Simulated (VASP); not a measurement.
Input of a VASP 6.6.1 run:

Contents of POSCAR:

```
Cl
1.0
    0.0000000000      2.1784908924      2.1784908924
    2.1784908924      0.0000000000      2.1784908924
    2.1784908924      2.1784908924      0.0000000000
Cl
1
Direct
    0.0000000000      0.0000000000      0.0000000000
```

The input INCAR.step1:

```
SYSTEM = Cl
  ALGO = Normal
  EDIFF = 1E-5
  ENCUT = 550
  GGA = PE
  GGA_COMPAT = .FALSE.
  ISMEAR = -1
  LASPH = .TRUE.
  LCHARG = .FALSE.
  LREAL = .FALSE.
  LWAVE = .TRUE.
  NBANDS = 10
  NELM = 120
  PREC = Accurate
  SIGMA = 0.05
```

Contents of INCAR.step2:

```
SYSTEM = Cl
  ALGO = Normal
  EDIFF = 1E-6
  ENCUT = 550
  GGA_COMPAT = .FALSE.
  ISIF = 2
  ISMEAR = -1
  ISTART = 1
  LASPH = .TRUE.
  LCHARG = .TRUE.
  LELF = .TRUE.
  LMIXTAU = .TRUE.
  LREAL = .FALSE.
  LVHAR = .TRUE.
  LWAVE = .FALSE.
  METAGGA = R2SCAN
  NBANDS = 10
  NELM = 120
  PREC = Accurate
  SIGMA = 0.05
```

The input KPOINTS:

```
k-points
0
G
  9 9 9
  0 0 0
```

Potentials or basis: VASP PAW PBE potentials, release 64 (Cl).

Command:

```sh
$ cat potpaw_PBE.64/Cl/POTCAR > POTCAR
$ cp INCAR.step1 INCAR
$ mpirun -np 1 vasp_std > vasp.out
$ cp INCAR.step2 INCAR
$ mpirun -np 1 vasp_std > vasp.out
```

**Question.** Estimate the pressure.

**Answer.** -0.1 GPa.

**Question.** Estimate the band gap on the k mesh.

**Answer.** Zero (an odd number of electrons rules out a gap without spin polarisation).

Caveat: the PAW data sets were made with another functional, which shifts forces and pressure a little; an odd number of electrons without spin polarisation forces a metal; a magnetic or distorted state may lie lower.
